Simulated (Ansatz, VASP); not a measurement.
BP: VASP beside Ansatz

```xyz
2
Lattice="0.0000 2.2375 2.2706 2.2375 0.0000 2.2706 2.2375 2.2375 0.0000" Properties=species:S:1:pos:R:3 pbc="T T T"
B     0.0000    0.0000    0.0000
P     1.1188    1.1188    1.1353
```

Alike in both runs: task single point; functional PBEsol; k mesh 10 × 10 × 10; no spin polarisation.

|  | VASP | Ansatz |
| --- | --- | --- |
| version | VASP 6.6.1 | Ansatz 0.2.0 |
| potentials or method | VASP PAW PBE potentials, release 64 (B, P), cutoff 500 eV | scalar-relativistic, plane waves, PAW |
| occupations | gaussian, width 0.01 eV | fixed |
| valence electrons in the cell | 8 | 8 |

|  | VASP | Ansatz | Ansatz less VASP |
| --- | --- | --- | --- |
| gap on the k mesh at the Fermi level (eV) | 0.98 | 0.99 | +0.004 |
| least direct gap on the mesh (eV) | 3.32 | 3.33 | +0.006 |

VASP's potentials were made for PBE, not for PBEsol, and Ansatz warns of the same on its side.
